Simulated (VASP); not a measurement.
Input of a VASP 6.6.1 run:

File POSCAR:

```
Ni
1.0
    0.0000000000      1.7748779538      1.7748779538
    1.7748779538      0.0000000000      1.7748779538
    1.7748779538      1.7748779538      0.0000000000
Ni
1
Direct
    0.0000000000      0.0000000000      0.0000000000
```

Contents of INCAR.step1:

```
SYSTEM = Ni
  ALGO = Normal
  EDIFF = 1E-5
  ENCUT = 520
  GGA = PE
  GGA_COMPAT = .FALSE.
  ISIF = 2
  ISMEAR = -1
  ISPIN = 2
  LASPH = .TRUE.
  LCHARG = .FALSE.
  LMAXMIX = 4
  LORBIT = 11
  LREAL = .FALSE.
  LWAVE = .TRUE.
  MAGMOM = 1
  NBANDS = 15
  NELM = 200
  PREC = Accurate
  SIGMA = 0.05
```

File INCAR.step2:

```
SYSTEM = Ni
  AEXX = 0.2
  AGGAC = 0.81
  AGGAX = 0.72
  ALDAC = 0.19
  ALGO = Normal
  EDIFF = 1E-6
  ENCUT = 520
  GGA = B3
  GGA_COMPAT = .FALSE.
  ISIF = 2
  ISMEAR = -1
  ISPIN = 2
  ISTART = 1
  LASPH = .TRUE.
  LCHARG = .FALSE.
  LHFCALC = .TRUE.
  LMAXMIX = 4
  LORBIT = 11
  LREAL = .FALSE.
  LWAVE = .FALSE.
  MAGMOM = 1
  NBANDS = 15
  NELM = 200
  PREC = Accurate
  PRECFOCK = Normal
  SIGMA = 0.05
```

File KPOINTS:

```
k-points
0
G
  7 7 7
  0 0 0
```

Potentials or basis: VASP PAW PBE potentials, release 64 (Ni).

The run is started by

```sh
$ cat potpaw_PBE.64/Ni/POTCAR > POTCAR
$ cp INCAR.step1 INCAR
$ mpirun -np 1 vasp_std > vasp.out
$ cp INCAR.step2 INCAR
$ mpirun -np 1 vasp_std > vasp.out
```

What does it give for the net moment?

0.85 μB per cell.

Estimate the pressure.

0.4 GPa.

What does it give for the site moments?

Ni +0.87 μB.

Caveat: the k points lie up to 0.44 Å⁻¹ apart; the PAW data sets were made with another functional, which shifts forces and pressure a little.
